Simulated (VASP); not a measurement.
# Gd2NF3 (P-4m2) in VASP: notebook, part 2 of 2

VASP 6.6.1.

## 4. Single point, PBE, collinear spin, ferromagnetic start

This run uses another cell than the first one, of 14.94 Å³/atom.

Contents of INCAR:

```
SYSTEM = Gd2NF3
PREC = Accurate ; ENCUT = 600
EDIFF = 1E-6 ; ISMEAR = 0
SIGMA = 0.15 ; LREAL = .False.
LASPH = .True. ; NELM = 200
ALGO = Normal ; ISIF = 2
LWAVE = .False. ; LCHARG = .False.
ISPIN = 2 ; MAGMOM = 7 7 0 0 0 0
LORBIT = 11 ; LMAXMIX = 6
GGA = PE ; NBANDS = 44
GGA_COMPAT = .False.
```

Contents of KPOINTS:

```
regular mesh
0
Gamma
  3 3 2
  0 0 0
```

Contents of POSCAR:

```
Gd2NF3
1.0
    3.9142813736      0.0000000000      0.0000000000
    0.0000000000      3.9142813736      0.0000000000
    0.0000000000      0.0000000000      5.8504191892
Gd N F
2 1 3
Direct
    0.0000000000      0.5000000000      0.7924105030
    0.5000000000      0.0000000000      0.2075894970
    0.0000000000      0.0000000000      0.0000000000
    0.5000000000      0.5000000000      0.0000000000
    0.0000000000      0.5000000000      0.4009125567
    0.5000000000      0.0000000000      0.5990874433
```

Run with:

```
cat potpaw_PBE.64/Gd/POTCAR potpaw_PBE.64/N/POTCAR potpaw_PBE.64/F/POTCAR > POTCAR
mpirun -np 1 vasp_std > vasp.out
```

It took 5.7 min on 1 thread of Intel Xeon Platinum 8488C (Sapphire Rapids), shared host; peak memory 0.29 GiB.

The run converged. Its results:

- Free energy: -55.5575 eV
- Pressure: 0.7 GPa
- Largest force: 0.051 eV/Å
- Band gap on the k mesh: 1.75 eV (least direct gap 1.88 eV)
- Net moment: 14.00 μB per cell
- Site moments: Gd +6.76; N +0.01; F +0.00 μB
- Valence electrons inside the program's atomic spheres: Gd 15.20; N 3.71; F 6.15, 6.07 (each value once)

Forces on the atoms (eV/Å):
```
Gd   0.000  0.000  0.051
Gd   0.000  0.000 -0.051
N    0.000  0.000  0.000
F    0.000  0.000  0.000
F    0.000  0.000  0.018
F    0.000  0.000 -0.018
```

Stress tensor (GPa, compression positive):
```
0.75 0.00 0.00
0.00 0.75 0.00
0.00 0.00 0.64
```

Levels at points of the mesh, in eV from the valence-band top:
Spin up:
```csv
k point,band 35,band 36,band 37,band 38,band 39,band 40,band 41,band 42
"(0.00, 0.00, 0.00)",-3.11,-1.81,-0.51,-0.51,2.22,4.12,4.24,4.33
"(0.00, 0.00, 0.50)",-3.15,-1.74,-0.43,-0.43,3.46,3.55,4.29,5.16
```
Spin down:
```
           k point  band 20  band 21  band 22  band 23  band 24  band 25  band 26  band 27  band 28  band 29
(0.00, 0.00, 0.00)    -3.93    -3.93    -1.68    -0.61    -0.61     1.75     1.91     1.94     1.99     1.99
(0.00, 0.00, 0.50)    -3.93    -3.93    -1.69    -0.55    -0.55     1.81     1.93     1.93     1.96     1.96
```

Caveat: the k points lie up to 0.54 Å⁻¹ apart; spin-orbit coupling is left out, which moves the levels of the heavy elements; an odd mesh through Γ misses points on the zone boundary, where band edges can lie; semilocal functionals describe open f shells poorly, which spoils levels, moments and volumes. The state reached can hang on the start; a lower one may exist.

## 5. Single point, PBE, collinear spin, ferromagnetic start

This run uses another cell than the first one, of 14.97 Å³/atom.

Contents of INCAR:

```
SYSTEM = Gd2NF3
PREC     = Accurate       ! precision mode
ENCUT    = 600            ! plane-wave cutoff, eV
EDIFF    = 1E-6           ! SCF threshold, eV
ISMEAR   = 0              ! smearing method
SIGMA    = 0.15           ! smearing width, eV
LREAL    = .FALSE.        ! projectors in reciprocal space
LASPH    = .TRUE.         ! aspherical terms in the spheres
NELM     = 200            ! most SCF steps
ALGO     = Normal         ! electronic algorithm
ISIF     = 2              ! what is computed and relaxed
LWAVE    = .FALSE.        ! write WAVECAR
LCHARG   = .TRUE.         ! write CHGCAR
ISPIN    = 2              ! spin polarisation
MAGMOM   = 7 7 0 0 0 0    ! initial moments
LORBIT   = 11             ! projections on sites
LMAXMIX  = 6              ! l up to which the mixer works
GGA      = PE             ! functional
LELF     = .TRUE.         ! ELF
LVHAR    = .TRUE.       
NBANDS   = 44             ! bands
GGA_COMPAT= .FALSE.
```

Contents of KPOINTS:

```
Automatic mesh
0
G
  3 3 2
  0 0 0
```

Contents of POSCAR:

```
Gd2NF3
1.0
    3.9201550644      0.0000000000      0.0000000000
    0.0000000000      3.9201550644      0.0000000000
    0.0000000000      0.0000000000      5.8454767398
Gd N F
2 1 3
Direct
    0.5000000000      0.0000000000      0.7931538986
    0.0000000000      0.5000000000      0.2068461014
    0.5000000000      0.5000000000      0.0000000000
    0.5000000000      0.0000000000      0.4028792028
    0.0000000000      0.5000000000      0.5971207972
    0.0000000000      0.0000000000      0.0000000000
```

Run with:

```
cat potpaw_PBE.64/Gd/POTCAR potpaw_PBE.64/N/POTCAR potpaw_PBE.64/F/POTCAR > POTCAR
mpirun -np 1 vasp_std > vasp.out
```

Run time: 8.7 min. Hardware: 1 thread of Intel Xeon Platinum 8488C (Sapphire Rapids), shared host; peak memory 0.29 GiB.

It converged, with:

```yaml
Free_energy: -55.5577 eV
Pressure: 0.2 GPa
Largest_force: 0.030 eV/Å
Band_gap_on_the_k_mesh: 1.74 eV (least direct gap 1.86 eV)
Net_moment: 14.00 μB per cell
Site_moments: Gd +6.76; N +0.02; F +0.00 μB
Valence_electrons_inside_the_program's_atomic_spheres: Gd 15.21; N 3.69; F 6.07, 6.15 (each value once)
```

Forces in eV/Å, atoms in the order of the input:
```
Gd   0.000  0.000 -0.002
Gd   0.000  0.000  0.002
N    0.000  0.000  0.000
F    0.000  0.000 -0.030
F    0.000  0.000  0.030
F    0.000  0.000  0.000
```

Stress tensor (GPa, compression positive):
```
0.30 0.00 0.00
0.00 0.30 0.00
0.00 0.00 0.00
```

Levels at points of the mesh, in eV from the valence-band top:
Spin up:
| k point | band 36 | band 37 | band 38 | band 39 | band 40 | band 41 |
| --- | --- | --- | --- | --- | --- | --- |
| (0.00, 0.00, 0.00) | -1.84 | -0.53 | -0.53 | 2.20 | 4.07 | 4.24 |
| (0.00, 0.00, 0.50) | -1.75 | -0.45 | -0.45 | 3.44 | 3.54 | 4.23 |
Spin down:
| k point | band 20 | band 21 | band 22 | band 23 | band 24 | band 25 | band 26 | band 27 | band 28 | band 29 |
| --- | --- | --- | --- | --- | --- | --- | --- | --- | --- | --- |
| (0.00, 0.00, 0.00) | -3.93 | -3.93 | -1.68 | -0.61 | -0.61 | 1.74 | 1.90 | 1.92 | 1.97 | 1.97 |
| (0.00, 0.00, 0.50) | -3.93 | -3.93 | -1.68 | -0.54 | -0.54 | 1.80 | 1.91 | 1.91 | 1.95 | 1.95 |

Caveat: the k points lie up to 0.54 Å⁻¹ apart; spin-orbit coupling is left out, which moves the levels of the heavy elements; an odd mesh through Γ misses points on the zone boundary, where band edges can lie; semilocal functionals describe open f shells poorly, which spoils levels, moments and volumes.

## 6. Overview

| cell | gap on the mesh (eV) | pressure (GPa) | moment (μB) | largest force (eV/Å) |
| --- | --- | --- | --- | --- |
| a = 3.952, b = 3.952, c = 5.678 Å, 6 atoms, atomic positions A | 1.84 | -0.5 | 14.00 | 0.01 |
| a = 3.955, b = 3.955, c = 5.685 Å, 6 atoms, atomic positions A | 1.83 | -0.6 | 14.00 | 0.01 |
| a = 3.914, b = 3.914, c = 5.850 Å, 6 atoms, atomic positions B | 1.75 | 0.7 | 14.00 | 0.05 |
| a = 3.920, b = 3.920, c = 5.845 Å, 6 atoms, atomic positions B | 1.74 | 0.2 | 14.00 | 0.03 |

Alike in all rows: task single point; level PBE; potentials or basis VASP PAW PBE potentials, release 64 (Gd, N, F); spin collinear, ferromagnetic start; k mesh 3 × 3 × 2; cutoff (eV) 600; smearing gaussian 0.15 eV.

Caveats: all runs use coarse meshes; spin-orbit coupling is left out, which moves the levels of the heavy elements; an odd mesh through Γ misses points on the zone boundary, where band edges can lie; semilocal functionals describe open f shells poorly, which spoils levels, moments and volumes.

Total energies depend on the potentials used, so only differences within one code and one set of settings carry meaning.
